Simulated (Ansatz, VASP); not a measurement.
## Ru in VASP and in Ansatz

The input INCAR:

```
ALGO     = Fast           # electronic algorithm
EDIFF    = 1E-6           # SCF threshold, eV
ENCUT    = 520            # plane-wave cutoff, eV
GGA      = PE             # functional
ISIF     = 2              # what is computed and relaxed
ISMEAR   = 0              # smearing method
LASPH    = True           # aspherical terms in the spheres
LCHARG   = False          # write CHGCAR
LREAL    = False          # projectors in reciprocal space
LWAVE    = False          # write WAVECAR
NBANDS   = 13             # bands
NELM     = 60             # most SCF steps
PREC     = Accurate       # precision mode
SIGMA    = 0.15           # smearing width, eV
```

Contents of KPOINTS:

```
k-points
0
Gamma
  24 24 24
```

POSCAR

```
Ru
1.0
    0.0000000000      1.8020839953      2.1625007944
    1.8020839953      0.0000000000      2.1625007944
    1.8020839953      1.8020839953      0.0000000000
Ru
1
Direct
    0.0000000000      0.0000000000      0.0000000000
```

Input for Ansatz:

```yaml
crystal:
  lattice:
    - [0.0, 1.8020839953, 2.1625007944]
    - [1.8020839953, 0.0, 2.1625007944]
    - [1.8020839953, 1.8020839953, 0.0]
  atoms:
    - { symbol: Ru, position: [0.0, 0.0, 0.0] }
basis:
  ecutwfc: 420
kpoints:
  mp_grid: { grid: [24, 24, 24] }
hamiltonian:
  xc: pbe
scf:
  occupations: { method: gaussian, width: 0.15 }
output:
  forces: true
  stress: true
  eigenvalues: true
```

Alike in both runs: task single point; functional PBE; k mesh 24 × 24 × 24; occupations gaussian, width 0.15 eV; no spin polarisation.

|  | VASP | Ansatz |
| --- | --- | --- |
| version | VASP 6.6.1 | Ansatz 0.2.0 |
| potentials or method | VASP PAW PBE potentials, release 64 (Ru_pv), cutoff 520 eV | scalar-relativistic, plane waves, PAW |
| valence electrons in the cell | 14 | 16 |

Ansatz gave:

| Quantity | Value |
| --- | --- |
| gap on the k mesh at the Fermi level (eV) | none |
| pressure (GPa) | 1.2 |
| traceless stress, the component that is largest in VASP (GPa) | -32.63 |

Q: What did VASP give for the same quantities?

A: gap on the k mesh at the Fermi level (eV): none; pressure (GPa): 1.0; traceless stress, the component that is largest in VASP (GPa): -32.62.

A gap of «none» marks a metal or a gap that the smearing closes. With one functional, cell and mesh, what is left measures potentials, basis and numerics. VASP's potentials hold 14 valence electrons a cell and Ansatz's 16, so a difference there can come from the potentials and not from the codes.
